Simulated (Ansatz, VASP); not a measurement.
## One calculation of SrO, two programs

File INCAR:

```
SYSTEM = SrO
ALGO     = Normal         ! electronic algorithm
EDIFF    = 1E-6           ! SCF threshold, eV
ENCUT    = 520            ! plane-wave cutoff, eV
GGA      = PE             ! functional
ISIF     = 2              ! what is computed and relaxed
ISMEAR   = 0              ! smearing method
LASPH    = .TRUE.         ! aspherical terms in the spheres
LCHARG   = .FALSE.        ! write CHGCAR
LREAL    = .FALSE.        ! projectors in reciprocal space
LWAVE    = .FALSE.        ! write WAVECAR
NBANDS   = 15             ! bands
NELM     = 80             ! most SCF steps
PREC     = Accurate       ! precision mode
SIGMA    = 0.05           ! smearing width, eV
```

KPOINTS

```
k-points
0
G
  8 8 8
  0 0 0
```

POSCAR

```
SrO
1.0
    0.0000000000      2.5698000000      2.5698000000
    2.5698000000      0.0000000000      2.5698000000
    2.5698000000      2.5698000000      0.0000000000
Sr O
1 1
Direct
   -0.0024320959     -0.0024320959      0.0024320959
    0.5000000000      0.5000000000      0.5000000000
```

Input for Ansatz:

```yaml
crystal:
  lattice:
    - [0.0, 2.5698, 2.5698]
    - [2.5698, 0.0, 2.5698]
    - [2.5698, 2.5698, 0.0]
  atoms:
    - { symbol: Sr, position: [-0.0024320959, -0.0024320959, 0.0024320959] }
    - { symbol: O, position: [0.5, 0.5, 0.5] }
basis:
  ecutwfc: 420
kpoints:
  mp_grid: { grid: [8, 8, 8] }
hamiltonian:
  xc: pbe
scf:
  occupations: { method: gaussian, width: 0.05 }
output:
  forces: true
  stress: true
  eigenvalues: true
```

Change from the starting cell: all Sr atoms moved +0.013 Å, as atom 1 towards its neighbour atom 2 (O) at 2.570 Å.

Alike in both runs: task single point; functional PBE; k mesh 8 × 8 × 8; occupations gaussian, width 0.05 eV; no spin polarisation.

```csv
,VASP,Ansatz
version,VASP 6.6.1,Ansatz 0.2.0
potentials or method,"VASP PAW PBE potentials, release 64 (Sr_sv, O), cutoff 520 eV","scalar-relativistic, plane waves, PAW"
valence electrons in the cell,16,16
```

|  | VASP | Ansatz | Ansatz less VASP |
| --- | --- | --- | --- |
| gap on the k mesh at the Fermi level (eV) | 3.26 | 3.31 | +0.049 |
| least direct gap on the mesh (eV) | 3.35 | 3.39 | +0.038 |
| pressure (GPa) | 3.5 | 2.9 | -0.59 |
| rms of the force components (eV/Å) | 0.017 | 0.016 | -0.0011 |

Atom by atom the forces differ by 0.001 eV/Å (rms over components).
